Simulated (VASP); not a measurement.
InSi63H (a cell with a defect), 65 atoms in the cell. The cell holds a defect, 65 atoms: a = 10.866 Å, b = 10.866 Å, c = 10.866 Å, α = 90.00°, β = 90.00°, γ = 90.00°. 

- Program: VASP 6.6.1
- Task: single point
- Functional: HSE06
- Potentials or basis: VASP PAW PBE potentials, release 64 (Si, In_d, H)
- Cutoff: 400 eV
- k mesh: 1 × 1 × 1
- Occupations: fermi-dirac, width 0.05 eV
- Spin: no spin polarisation
- Dipole correction: no
- Grid for exact exchange (PRECFOCK): Fast
- Further INCAR settings: LREAL = Auto; ALGO = Normal; EDIFF = 1e-06; NBANDS = 171
- Share of exact exchange: 0.25
- Screening parameter: 0.2079 1/Å

Potentials or basis: VASP PAW PBE potentials, release 64 (Si, In_d, H).

Run with:

```sh
$ cat potpaw_PBE.64/Si/POTCAR potpaw_PBE.64/In_d/POTCAR potpaw_PBE.64/H/POTCAR > POTCAR
$ cp INCAR.step1 INCAR
$ mpirun -np 1 vasp_gam > vasp.out
$ cp INCAR.step2 INCAR
$ mpirun -np 1 vasp_gam > vasp.out
```

Hardware: 1 thread of Intel Xeon 8259CL (shared host).

Estimate the wall time of this run.

Wall time 32 min on 1 thread of Intel Xeon 8259CL, on a shared host, peak memory 0.96 GiB. Counts: k points 1.
